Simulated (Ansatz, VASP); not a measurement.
**GaN: VASP beside Ansatz**

The input INCAR:

```
PREC = Accurate
ENCUT = 520
EDIFF = 1E-6
ISMEAR = 0
SIGMA = 0.05
LREAL = False
LASPH = True
NELM = 100
ALGO = Normal
ISIF = 2
LWAVE = False
LCHARG = False
GGA = PE
NBANDS = 26
```

File KPOINTS:

```
regular mesh
0
Gamma
  12 12 7
```

File POSCAR:

```
GaN
1.0
    3.1889304035      0.0000000000      0.0000000000
   -1.5944652018      2.7616947404      0.0000000000
    0.0000000000      0.0000000000      5.1923572500
Ga N
2 2
Direct
    0.6666666700      0.3333333300      0.4971578025
    0.3333333300      0.6666666700      0.9990837100
    0.6666666700      0.3333333300      0.8759162900
    0.3333333300      0.6666666700      0.3759162900
```

Input for Ansatz:

```yaml
crystal:
  lattice:
    - [3.1889304035, 0.0, 0.0]
    - [-1.5944652018, 2.7616947404, 0.0]
    - [0.0, 0.0, 5.19235725]
  atoms:
    - { symbol: Ga, position: [0.66666667, 0.33333333, 0.4971578025] }
    - { symbol: Ga, position: [0.33333333, 0.66666667, 0.99908371] }
    - { symbol: "N", position: [0.66666667, 0.33333333, 0.87591629] }
    - { symbol: "N", position: [0.33333333, 0.66666667, 0.37591629] }
hamiltonian:
  xc: pbe
  pseudopotentials:
    kind: all_electron
    lapw: { muffin_tin_radii: { Ga: 0.979, "N": 0.736 } }
kpoints:
  mp_grid: { grid: [12, 12, 7] }
scf:
  occupations: { method: gaussian, width: 0.05 }
  convergence: { dr2_threshold: 1.0e-09 }
output:
  eigenvalues: true
  forces: true
basis:
  ecutwfc: 400
```

Alike in both runs: task single point; functional PBE; k mesh 12 × 12 × 7; occupations gaussian, width 0.05 eV; no spin polarisation.

|  | VASP | Ansatz |
| --- | --- | --- |
| version | VASP 6.6.1 | Ansatz 0.2.0 |
| potentials or method | VASP PAW PBE potentials, release 64 (Ga_d, N), cutoff 520 eV | all-electron LAPW, scalar-relativistic |

VASP gave:

```
gap on the k mesh at the Fermi level (eV) : 1.91
least direct gap on the mesh (eV)         : 1.91
rms of the force components (eV/Å)        : 0.067
```

Which values does Ansatz return?

gap on the k mesh at the Fermi level (eV): 1.92; least direct gap on the mesh (eV): 1.92; rms of the force components (eV/Å): 0.067.

Atom by atom the forces differ by 0.001 eV/Å (rms over components). Ansatz ran all-electron here, and VASP with PAW potentials.
